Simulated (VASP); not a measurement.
The system is As2F3.

```
As F
1.0
     1.66766    0.96283    7.73047
    -1.66766    0.96283    7.73047
     0.00000   -1.92565    7.73047
As F
2 3
Direct
  0.40000 0.40000 0.40000
  0.60000 0.60000 0.60000
  0.00000 0.00000 0.00000
  0.20950 0.20950 0.20950
  0.79050 0.79050 0.79050
```

```yaml
Program: VASP 6.6.1
Task: relaxation of cell and atoms
Functional: PBE
Potentials_or_basis: VASP PAW PBE potentials, release 64 (As, F)
Cutoff: 600 eV
k_mesh: 6 × 6 × 6
Occupations: gaussian, width 0.1 eV
Spin: no spin polarisation
```

At the start: pressure 1.9 GPa; volume 14.90 Å³/atom.

**Question.** How do energy, volume and symmetry change on relaxing?

**Answer.** Over 22 steps the energy falls by 305.7 meV/atom and the volume is 13.63 Å³/atom (-8.5 %); space group R-3m (No. 166, to 0.1 Å) before and after.

Step by step:
```csv
step,energy change (eV),largest force (eV/Å),pressure (GPa),volume (Å³)
1,0.0000,0.9978,1.92,74.48
2,-0.2367,0.5566,-0.34,76.37
3,-0.4690,1.1107,-3.90,81.69
4,-0.4881,0.7732,-3.44,80.59
5,-0.6542,1.0474,-3.58,79.68
6,-1.0336,1.9977,-4.22,76.14
7,-1.2272,1.3046,-5.03,73.42
8,-1.2442,1.0612,-5.18,72.52
9,-1.4177,0.8728,-2.19,69.74
10,-1.5028,0.5279,2.19,66.46
11,-1.5030,0.4984,2.53,66.24
12,-1.5230,0.1298,0.52,66.98
13,-1.5230,0.1341,0.51,66.98
14,-1.5253,0.0922,0.30,67.27
15,-1.5263,0.0407,0.06,67.62
16,-1.5267,0.0477,-0.03,67.71
17,-1.5273,0.0648,-0.27,67.92
18,-1.5273,0.1004,-0.73,68.32
19,-1.5275,0.0825,-0.53,68.13
20,-1.5276,0.0769,-0.50,68.13
21,-1.5281,0.0577,-0.42,68.14
22,-1.5287,0.0365,-0.28,68.15
```

Final structure:
```
CELL_PARAMETERS angstrom
1.43584 0.82898 9.54254
-1.43584 0.82898 9.54254
0.00000 -1.65796 9.54254
ATOMIC_POSITIONS crystal
As 0.40353 0.40353 0.40353
As 0.59647 0.59647 0.59647
F 0.00000 0.00000 0.00000
F 0.20859 0.20859 0.20859
F 0.79141 0.79141 0.79141
```

Caveat: the k points lie up to 0.42 Å⁻¹ apart in the final cell, too coarse for converged energies and pressures of a metal; a cell axis changed by over 15 % at a fixed basis, so the end point is rough; an odd number of electrons without spin polarisation forces a metal; a magnetic or distorted state may lie lower.
